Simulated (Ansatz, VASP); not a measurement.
**Two plane-wave programs on ZnO**

```
CELL_PARAMETERS angstrom
0.00000 2.14000 2.14000
2.14000 0.00000 2.14000
2.14000 2.14000 0.00000
ATOMIC_POSITIONS crystal
Zn 0.00000 0.00000 0.00000
O 0.50000 0.50000 0.50000
```

Alike in both runs: task single point; functional PBE; k mesh 8 × 8 × 8; occupations gaussian, width 0.1 eV; no spin polarisation.

|  | VASP | Ansatz |
| --- | --- | --- |
| version | VASP 6.6.1 | Ansatz 0.2.0 |
| potentials or method | VASP PAW PBE potentials, release 64 (Zn, O), cutoff 600 eV | scalar-relativistic, plane waves, PAW |
| valence electrons in the cell | 18 | 18 |

|  | VASP | Ansatz | Ansatz less VASP |
| --- | --- | --- | --- |
| gap on the k mesh at the Fermi level (eV) | 0.88 | 0.91 | +0.032 |
| least direct gap on the mesh (eV) | 2.24 | 2.28 | +0.033 |
| pressure (GPa) | 7.1 | 6.2 | -0.88 |
